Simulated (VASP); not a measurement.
**Ga: single point with PBEsol**

Crystal: Ga.

```
Ga
1.0
     2.66412    0.00000    0.00000
     0.00000    2.66412    0.00000
     0.00000    0.00000    2.66412
Ga
1
Direct
  0.00000 0.00000 0.00000
```

```json
{"Program": "VASP 6.6.1", "Task": "single point", "Functional": "PBEsol", "Potentials or basis": "VASP PAW PBE potentials, release 64 (Ga_d)", "Cutoff": "500 eV", "k mesh": "8 × 8 × 8", "Occupations": "fermi-dirac, width 0.05 eV", "Spin": "no spin polarisation"}
```

```json
{
 "Pressure": "0.0 GPa"
}
```

Levels at points of the mesh, in eV from the Fermi level:
```
           k point  band 2  band 3  band 4  band 5  band 6  band 7  band 8  band 9  band 10  band 11
(0.00, 0.00, 0.00)  -14.80  -14.21  -14.21  -14.21  -10.65    9.67    9.67    9.67    12.60    12.60
(0.50, 0.00, 0.00)  -14.44  -14.37  -14.37  -14.19   -5.97   -4.07   13.36   13.36    16.52    17.25
(0.50, 0.50, 0.00)  -14.59  -14.35  -14.35  -14.05   -1.09   -0.42   -0.42    4.53    17.17    21.42
(0.50, 0.50, 0.50)  -14.60  -14.60  -14.04  -14.04    3.08    3.08    3.08    4.81     8.70     8.70
```

Wall time 4 s on 1 thread of AMD EPYC 9R45 96-Core Processor (Zen 5) (shared host), peak memory 0.09 GiB.

Caveat: the PAW data sets were made with another functional, which shifts forces and pressure a little.
